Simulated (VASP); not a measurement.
Te3Pb4Se: single point with PBE

Crystal: Te3Pb4Se.

```
CELL_PARAMETERS angstrom
4.48940 0.00000 0.00000
0.00000 4.48940 0.00000
0.00000 0.00000 12.69793
ATOMIC_POSITIONS crystal
Te 0.00000 0.00000 0.00000
Te 0.50000 0.50000 0.25000
Te 0.50000 0.50000 0.75000
Pb 0.00000 0.00000 0.75000
Pb 0.50000 0.50000 0.00000
Pb 0.00000 0.00000 0.25000
Pb 0.50000 0.50000 0.50000
Se 0.00000 0.00000 0.50000
```

* Program: VASP 6.6.1
* Task: single point
* Functional: PBE
* Potentials or basis: VASP PAW PBE potentials, release 64 (Te, Pb_d, Se)
* Cutoff: 520 eV
* k mesh: 4 × 4 × 2
* Occupations: gaussian, width 0.1 eV
* Spin: no spin polarisation
* Dipole correction: no
* Further INCAR settings: ALGO = Normal; EDIFF = 1e-06; NBANDS = 50

```
Pressure               : 3.0 GPa
Largest force          : 0.370 eV/Å
Band gap on the k mesh : 0.37 eV
```

Forces in eV/Å, atoms in the order of the input:
```
Te   0.000  0.000  0.000
Te   0.000  0.000 -0.005
Te   0.000  0.000  0.005
Pb   0.000  0.000 -0.370
Pb   0.000  0.000  0.000
Pb   0.000  0.000  0.370
Pb   0.000  0.000  0.000
Se   0.000  0.000  0.000
```

Levels at points of the mesh, in eV from the valence-band top:
```
           k point  band 38  band 39  band 40  band 41  band 42  band 43
(0.00, 0.00, 0.00)    -1.55    -1.53    -1.52     2.44     2.61     3.19
(0.50, 0.00, 0.00)    -0.68    -0.05     0.00     0.37     0.75     1.19
(0.50, 0.50, 0.00)    -2.95    -0.62    -0.40     1.63     1.70     3.25
(0.00, 0.00, 0.50)    -1.79    -0.78    -0.67     2.22     2.30     3.26
(0.50, 0.00, 0.50)    -0.54    -0.50    -0.43     0.97     1.12     1.20
(0.50, 0.50, 0.50)    -2.04    -2.01    -1.97     3.32     3.61     3.61
```

Run time: 2.7 min on 1 thread of Intel(R) Xeon(R) Platinum 8488C (Sapphire Rapids), on a shared host, peak memory 0.42 GiB.

Caveat: the cell stands under pressure; spin-orbit coupling is left out, which moves the levels of the heavy elements. A k mesh can miss the band edges.
